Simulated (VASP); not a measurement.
# Lu3F2 (P-3m1) in VASP: a series of runs, part 2 of 2

VASP 6.6.1. The steps go on from the part before.

### 3 Relaxation of cell and atoms, PBE

This run uses another cell than the first one, of 23.95 Å³/atom.

INCAR reads:

```
  PREC = Accurate
  ENCUT = 600
  EDIFF = 1E-7
  ISMEAR = 0
  SIGMA = 0.1
  LREAL = False
  LASPH = True
  NELM = 60
  ALGO = Normal
  ISIF = 3
  LWAVE = False
  LCHARG = False
  GGA = PE
  IBRION = 2
  NSW = 90
  EDIFFG = -0.04
```

KPOINTS reads:

```
Automatic mesh
0
Gamma
  6 6 2
```

POSCAR reads:

```
Lu3F2
1.0
    3.8327978261      0.0000000000      0.0000000000
   -1.9163989131      3.3193002850      0.0000000000
    0.0000000000      0.0000000000      9.4143994738
Lu F
3 2
Direct
    0.3333333333      0.6666666667      0.6787371495
    0.6666666667      0.3333333333      0.3212628505
    1.0000000000      0.0000000000      0.0000000000
    0.3333333333      0.6666666667      0.3342490918
    0.6666666667      0.3333333333      0.6657509082
```

Potentials or basis: VASP PAW PBE potentials, release 64 (Lu, F).

Run with:

```sh
$ cat potpaw_PBE.64/Lu/POTCAR potpaw_PBE.64/F/POTCAR > POTCAR
$ mpirun -np 1 vasp_std > vasp.out
```

OUTCAR:

```text
PREC = Accurate
   ENCUT = 600
   EDIFF = 1E-7
   ISMEAR = 0
   LREAL = False
   LASPH = True
   NELM = 60
   ISIF = 3
   GGA = PE
   IBRION = 2
   NSW = 90
   EDIFFG = -0.04

 ion  position               nearest neighbor table
   1  0.333  0.667  0.679-   5 2.22   5 2.22   5 2.22   3 3.75   3 3.75   3 3.75
   2  0.667  0.333  0.321-   4 2.22   4 2.22   4 2.22   3 3.75   3 3.75   3 3.75
   3  0.000  0.000  0.000-   1 3.75   2 3.75   2 3.75   1 3.75   2 3.75   1 3.75
   4  0.333  0.667  0.334-   2 2.22   2 2.22   2 2.22
   5  0.667  0.333  0.666-   1 2.22   1 2.22   1 2.22

  LATTYP: Found a hexagonal cell.
 ALAT       =     3.8327978261
 C/A-ratio  =     2.4562734329

  Lattice vectors:

 A1 = (   3.8327978261,   0.0000000000,   0.0000000000)
 A2 = (  -1.9163989131,   3.3193002850,   0.0000000000)
 A3 = (   0.0000000000,   0.0000000000,   9.4143994738)

Analysis of symmetry for initial positions (statically):
=====================================================================
 Subroutine PRICEL returns:
 Original cell was already a primitive cell.

 Routine SETGRP: Setting up the symmetry group for a
 hexagonal supercell.

 Subroutine GETGRP returns: Found 12 space group operations
 (whereof 12 operations were pure point group operations)
 out of a pool of 24 trial point group operations.

The static configuration has the point symmetry D_3d.

Analysis of symmetry for dynamics (positions and initial velocities):
=====================================================================
 Subroutine PRICEL returns:
 Original cell was already a primitive cell.

 Routine SETGRP: Setting up the symmetry group for a
 hexagonal supercell.

 Subroutine GETGRP returns: Found 12 space group operations
 (whereof 12 operations were pure point group operations)
 out of a pool of 24 trial point group operations.

The dynamic configuration has the point symmetry D_3d.

 Subroutine INISYM returns: Found 12 space group operations
 (whereof 12 operations are pure point group operations),
[... 126 lines left out ...]
  volume of cell :      119.77
 maximum number of plane-waves:      4027
 NGX is ok and might be reduce to    32
   NGX = 15   NGY = 15   NGZ = 37

--------------------------------------- Ionic step        1  -------------------------------------------

 number of electron      89.0000002 magnetization

 Free energy of the ion-electron system (eV)
  ---------------------------------------------------
  ext. energy  EPLUGINS =         0.00000000
  ---------------------------------------------------
  free energy    TOTEN  =       -25.19857441 eV

  energy without entropy =      -25.17123983  energy(sigma->0) =      -25.18490712

------------------------ aborting loop because EDIFF is reached ----------------------------------------

  FORCE on cell =-STRESS in cart. coord.  units (eV):
  Direction    XX          YY          ZZ          XY          YZ          ZX
  --------------------------------------------------------------------------------------
  -------------------------------------------------------------------------------------
  Total       -0.2540581     -0.2540581     -0.3961715      0.0000000     -0.0000000     -0.0000000
  in kB       -3.3985104     -3.3985104     -5.2995463      0.0000000     -0.0000000     -0.0000000
  external PRESSURE =      -4.0321890 kB  Pullay stress =       0.0000000 kB
[... 98 lines left out ...]
  FREE ENERGIE OF THE ION-ELECTRON SYSTEM (eV)
  ---------------------------------------------------
  free  energy   TOTEN  =       -25.2128940777 eV

  energy  without entropy=      -25.1823254531  energy(sigma->0) =      -25.19760977

 E-fermi :   1.9840     XC(G=0):  -9.9888

 val. band max:        1.7734744706   @ k =   0.3333   0.1667   0.5000
 cond. band min:       2.0113493598   @ k =   0.3333   0.0000   0.0000
 fundamental gap:      0.2378748892
 Fermi energy:         1.9839604771

 k-point     1 :       0.0000    0.0000    0.0000
  band No.  band energies     occupation
      1     -54.9137      2.00000
      2     -54.9133      2.00000
      3     -53.6233      2.00000
      4     -25.7296      2.00000
      5     -25.7000      2.00000
      6     -25.4417      2.00000
[... 773 lines left out ...]
     52       6.4265      0.00000
     53       6.4265      0.00000

[... ionic steps 4 to 27 ...]

--------------------------------------- Ionic step       28  -------------------------------------------

 number of electron      88.9999990 magnetization

------------------------ aborting loop because EDIFF is reached ----------------------------------------
[... 73 lines left out ...]
--------------------------------------- Ionic step       30  -------------------------------------------

 number of electron      88.9999977 magnetization

 Free energy of the ion-electron system (eV)
  ---------------------------------------------------
  ext. energy  EPLUGINS =         0.00000000
  ---------------------------------------------------
  free energy    TOTEN  =       -26.64359332 eV

  energy without entropy =      -26.62511698  energy(sigma->0) =      -26.63435515

 E-fermi :   2.3155     XC(G=0): -10.1352

 val. band max:        2.1459459436   @ k =   0.3333   0.1667   0.5000
 cond. band min:       2.3438779483   @ k =   0.5000   0.0000   0.5000
 fundamental gap:      0.1979320047
 Fermi energy:         2.3154898018

 k-point     1 :       0.0000    0.0000    0.0000
  band No.  band energies     occupation
      1     -54.5157      2.00000
      2     -54.5155      2.00000
      3     -53.4444      2.00000
      4     -25.4808      2.00000
      5     -25.4739      2.00000
      6     -24.9910      2.00000
[... 805 lines left out ...]
  FREE ENERGIE OF THE ION-ELECTRON SYSTEM (eV)
  ---------------------------------------------------
  free  energy   TOTEN  =       -26.6435933224 eV

  energy  without entropy=      -26.6251169798  energy(sigma->0) =      -26.63435515

 reached required accuracy - stopping structural energy minimisation
```

Run time: 31 min. Hardware: 1 thread of Intel Xeon 6975P-C (Granite Rapids), shared host; peak memory 0.33 GiB.

Results:

```yaml
Free_energy: -26.6436 eV
Relaxed_volume: 21.86 Å³/atom
Relaxed_cell: a = 3.465 Å, b = 3.465 Å, c = 10.513 Å, α = 90.00°, β = 90.00°, γ = 120.00°
Space_group_after_relaxing_to_0.1_Å: P-3m1 (No. 164)
Energy_gained_by_relaxing: 289.0 meV/atom
Ionic_steps: 30
Pressure_after_relaxing: 0.0 GPa
Largest_force_after_relaxing: 0.034 eV/Å
Band_gap_on_the_k_mesh: zero (an odd number of electrons rules out a gap without spin polarisation)
```

Forces in eV/Å, atoms in the order of the input:
```
Lu   0.000  0.000 -0.034
Lu   0.000  0.000  0.034
Lu   0.000  0.000  0.000
F    0.000  0.000  0.015
F    0.000  0.000 -0.015
```

Step by step:
| step | energy change (eV) | largest force (eV/Å) | pressure (GPa) | volume (Å³) |
| --- | --- | --- | --- | --- |
| 1 | 0.0000 | 0.2493 | -0.40 | 119.77 |
| 2 | -0.0081 | 0.2346 | 0.08 | 118.73 |
| 3 | -0.0143 | 0.2148 | 1.19 | 116.62 |
| 4 | -0.0176 | 0.2167 | 1.18 | 116.59 |
| 5 | -0.0276 | 0.2522 | 1.22 | 116.50 |
| 6 | -0.0494 | 0.3523 | 1.25 | 116.32 |
| 7 | -0.0956 | 0.5280 | 1.25 | 115.96 |
| 8 | -0.1733 | 0.8530 | 0.98 | 115.22 |
| 9 | -0.0118 | 1.1031 | -0.23 | 113.68 |
| 10 | -0.1808 | 0.9094 | 0.81 | 115.00 |
| 11 | -0.1871 | 0.9807 | 0.42 | 114.60 |
| 12 | -0.1893 | 0.9823 | 0.45 | 114.58 |
| 13 | -0.1953 | 0.9841 | 0.29 | 114.53 |
| 14 | -0.2036 | 0.9743 | 0.12 | 114.42 |
| 15 | -0.1995 | 0.9017 | -0.15 | 114.21 |
| 16 | -0.2057 | 0.9569 | 0.03 | 114.35 |
| 17 | -0.2183 | 0.9539 | 0.01 | 114.34 |
| 18 | -0.2559 | 0.9445 | -0.02 | 114.31 |
| 19 | -0.3302 | 0.9183 | -0.13 | 114.25 |
| 20 | -0.4743 | 0.8399 | -0.37 | 114.10 |
| 21 | -0.7297 | 0.6422 | -0.96 | 113.74 |
| 22 | -0.9682 | 1.5260 | -2.27 | 112.70 |
| 23 | -1.1746 | 1.2497 | -1.44 | 110.73 |
| 24 | -1.3962 | 0.6410 | 0.68 | 106.55 |
| 25 | -1.4039 | 0.4709 | 1.46 | 105.40 |
| 26 | -1.4042 | 0.4937 | 1.31 | 105.55 |
| 27 | -1.4261 | 0.3643 | 0.72 | 106.99 |
| 28 | -1.4423 | 0.1706 | -0.23 | 109.31 |
| 29 | -1.4429 | 0.1316 | -0.42 | 109.81 |
| 30 | -1.4450 | 0.0339 | -0.01 | 109.32 |

Final structure:
```yaml
crystal:
  lattice:
    - [3.46514, 0.00000, 0.00000]
    - [-1.73257, 3.00090, 0.00000]
    - [0.00000, 0.00000, 10.51290]
  atoms:
    - { symbol: Lu, position: [0.33333, 0.66667, 0.73818] }
    - { symbol: Lu, position: [0.66667, 0.33333, 0.26182] }
    - { symbol: Lu, position: [0.00000, 0.00000, 0.00000] }
    - { symbol: F, position: [0.33333, 0.66667, 0.38094] }
    - { symbol: F, position: [0.66667, 0.33333, 0.61906] }
```

Levels at points of the mesh, in eV from the Fermi level:
```
           k point  band 41  band 42  band 43  band 44  band 45  band 46  band 47  band 48
(0.00, 0.00, 0.00)    -4.51    -4.49    -2.44    -1.61     1.36     2.24     2.27     2.27
(0.50, 0.00, 0.00)    -4.51    -1.93    -1.06    -0.48    -0.34     0.04     1.16     1.85
(0.00, 0.00, 0.50)    -4.51    -4.49    -2.79    -1.35     1.42     2.28     2.28     2.44
(0.50, 0.00, 0.50)    -4.51    -1.93    -1.06    -0.49    -0.30     0.03     1.14     1.87
```

Caveat: spin-orbit coupling is left out, which moves the levels of the heavy elements; an odd number of electrons without spin polarisation forces a metal; a magnetic or distorted state may lie lower.

### 4 Relaxation of cell and atoms, PBE

This run uses another cell than the first one, of 18.23 Å³/atom.

INCAR reads:

```
PREC     = Accurate       # precision mode
ENCUT    = 600            # plane-wave cutoff, eV
EDIFF    = 1E-7           # SCF threshold, eV
ISMEAR   = 0              # smearing method
SIGMA    = 0.1            # smearing width, eV
LREAL    = False          # projectors in reciprocal space
LASPH    = True           # aspherical terms in the spheres
NELM     = 100            # most SCF steps
ALGO     = Normal         # electronic algorithm
ISIF     = 3              # what is computed and relaxed
LWAVE    = False          # write WAVECAR
LCHARG   = False          # write CHGCAR
GGA      = PE             # functional
IBRION   = 2              # ionic algorithm
NSW      = 90             # ionic steps
EDIFFG   = -0.04          # ionic threshold
```

KPOINTS reads:

```
regular mesh
0
Gamma
  6 6 4
```

POSCAR reads:

```
Lu3F2
1.0
    4.3535206200      0.0000000000      0.0000000000
   -2.1767603100      3.7702594500      0.0000000000
    0.0000000000      0.0000000000      5.5518486300
Lu F
3 2
Direct
    0.3333333300      0.6666666700      0.6736396600
    0.6666666700      0.3333333300      0.3263603400
    0.0000000000      0.0000000000      0.0000000000
    0.3333333300      0.6666666700      0.1991098700
    0.6666666700      0.3333333300      0.8008901300
```

Run with:

```sh
$ cat potpaw_PBE.64/Lu/POTCAR potpaw_PBE.64/F/POTCAR > POTCAR
$ mpirun -np 1 vasp_std > vasp.out
```

Run time: 39 min. Hardware: 1 thread of Intel Xeon 6975P-C (Granite Rapids), shared host; peak memory 0.32 GiB.

Results (log left out):

* Free energy: -24.0591 eV
* Relaxed volume: 18.65 Å³/atom
* Relaxed cell: a = 3.684 Å, b = 3.684 Å, c = 7.933 Å, α = 90.00°, β = 90.00°, γ = 120.00°
* Space group after relaxing (to 0.1 Å): P-3m1 (No. 164)
* Energy gained by relaxing: 566.9 meV/atom
* Ionic steps: 32
* Pressure after relaxing: -0.2 GPa
* Largest force after relaxing: 0.035 eV/Å
* Band gap on the k mesh: zero (an odd number of electrons rules out a gap without spin polarisation)

Forces on the atoms (eV/Å):
```
Lu   0.000  0.000 -0.031
Lu   0.000  0.000  0.031
Lu   0.000  0.000  0.000
F    0.000  0.000  0.035
F    0.000  0.000 -0.035
```

Stress tensor (GPa, compression positive):
```
-0.12  0.00  0.00
 0.00 -0.12  0.00
 0.00  0.00 -0.25
```

The path:
| step | energy change (eV) | largest force (eV/Å) | pressure (GPa) | volume (Å³) |
| --- | --- | --- | --- | --- |
| 1 | 0.0000 | 0.7611 | 8.65 | 91.13 |
| 2 | -0.4136 | 0.3090 | 0.51 | 104.72 |
| 3 | -0.4198 | 0.2595 | -0.36 | 106.85 |
| 4 | -0.4588 | 0.1400 | -0.37 | 106.71 |
| 5 | -0.6204 | 0.3083 | -0.32 | 106.10 |
| 6 | -1.0021 | 1.5703 | -0.46 | 104.17 |
| 7 | -0.8658 | 4.7915 | 1.12 | 97.72 |
| 8 | -1.0807 | 3.2114 | 0.15 | 101.44 |
| 9 | -1.0840 | 3.2354 | 0.12 | 101.43 |
| 10 | -1.0932 | 3.3065 | 0.09 | 101.39 |
| 11 | -1.1103 | 3.4445 | 0.01 | 101.31 |
| 12 | -1.1373 | 3.6949 | -0.32 | 101.11 |
| 13 | -1.1589 | 4.1174 | -0.85 | 100.56 |
| 14 | -1.2103 | 4.0941 | -1.07 | 100.49 |
| 15 | -1.3599 | 3.9977 | -1.62 | 100.24 |
| 16 | -1.6267 | 3.6891 | -2.71 | 99.65 |
| 17 | -1.9518 | 2.8033 | -5.03 | 98.09 |
| 18 | -1.9799 | 2.4566 | -5.82 | 97.48 |
| 19 | -2.1348 | 2.2690 | -4.64 | 95.84 |
| 20 | -2.4674 | 1.6477 | -0.62 | 91.05 |
| 21 | -2.4527 | 0.3951 | 10.88 | 81.94 |
| 22 | -2.5781 | 1.0226 | 4.18 | 86.60 |
| 23 | -2.6640 | 0.7349 | 2.92 | 87.92 |
| 24 | -2.7849 | 0.0305 | -0.48 | 91.95 |
| 25 | -2.7873 | 0.0896 | -0.95 | 92.58 |
| 26 | -2.8254 | 0.1046 | -0.17 | 92.58 |
| 27 | -2.8328 | 0.1234 | 0.33 | 92.57 |
| 28 | -2.8328 | 0.1252 | 0.38 | 92.57 |
| 29 | -2.8344 | 0.0682 | 0.02 | 92.96 |
| 30 | -2.8347 | 0.0461 | -0.04 | 93.12 |
| 31 | -2.8345 | 0.0361 | -0.37 | 93.43 |
| 32 | -2.8347 | 0.0347 | -0.17 | 93.23 |

Final structure:
```
CELL_PARAMETERS angstrom
3.68374 0.00000 0.00000
-1.84187 3.19021 0.00000
0.00000 0.00000 7.93303
ATOMIC_POSITIONS crystal
Lu 0.33333 0.66667 0.66313
Lu 0.66667 0.33333 0.33687
Lu 0.00000 0.00000 0.00000
F 0.33333 0.66667 0.18727
F 0.66667 0.33333 0.81273
```

Levels at points of the mesh, in eV from the Fermi level:
| k point | band 40 | band 41 | band 42 | band 43 | band 44 | band 45 | band 46 | band 47 | band 48 | band 49 |
| --- | --- | --- | --- | --- | --- | --- | --- | --- | --- | --- |
| (0.00, 0.00, 0.00) | -5.30 | -5.30 | -4.66 | -1.05 | -1.01 | 0.76 | 0.76 | 0.81 | 1.15 | 2.32 |
| (0.50, 0.00, 0.00) | -5.32 | -5.31 | -1.55 | -1.33 | -1.10 | 0.02 | 0.77 | 1.53 | 2.16 | 2.55 |
| (0.00, 0.00, 0.50) | -5.29 | -5.29 | -3.80 | -3.06 | -0.37 | 1.20 | 1.20 | 1.20 | 1.71 | 1.71 |
| (0.50, 0.00, 0.50) | -5.33 | -5.31 | -1.29 | -1.25 | -1.08 | -0.22 | 0.52 | 1.78 | 1.82 | 2.02 |

Caveat: a cell axis changed by over 15 % at a fixed basis, so the end point is rough; spin-orbit coupling is left out, which moves the levels of the heavy elements; an odd number of electrons without spin polarisation forces a metal; a magnetic or distorted state may lie lower.

### 5 The runs side by side

| task | cell | k mesh | cutoff (eV) | gap on the mesh (eV) | pressure (GPa) | relaxed volume (Å³/atom) | largest force (eV/Å) |
| --- | --- | --- | --- | --- | --- | --- | --- |
| single point | a = 3.490, b = 3.490, c = 10.001 Å, angles 90.0, 90.0, 120.0°, 5 atoms, atomic positions A | 6 × 6 × 2 | 520 | none | 0.1 | - | 0.06 |
| relaxation of cell and atoms | relaxed from a = 3.833, b = 3.833, c = 9.414 Å, angles 90.0, 90.0, 120.0°, 5 atoms, atomic positions B | 6 × 6 × 2 | 600 | none | 0.0 | 21.86 | 0.03 |
| relaxation of cell and atoms | relaxed from a = 4.354, b = 4.354, c = 5.552 Å, angles 90.0, 90.0, 120.0°, 5 atoms, atomic positions C | 6 × 6 × 4 | 600 | none | -0.2 | 18.65 | 0.03 |

Alike in all rows: level PBE; potentials or basis VASP PAW PBE potentials, release 64 (Lu, F); no spin polarisation; smearing gaussian 0.1 eV.

Caveats: spin-orbit coupling is left out, which moves the levels of the heavy elements; an odd number of electrons without spin polarisation forces a metal; a magnetic or distorted state may lie lower; a cell axis changed by over 15 % at a fixed basis, so the end point is rough (at least some runs).

Total energies depend on the potentials used, so only differences within one code and one set of settings carry meaning.

The gap in the log of VASP goes by the Fermi energy; the results here count the filled bands.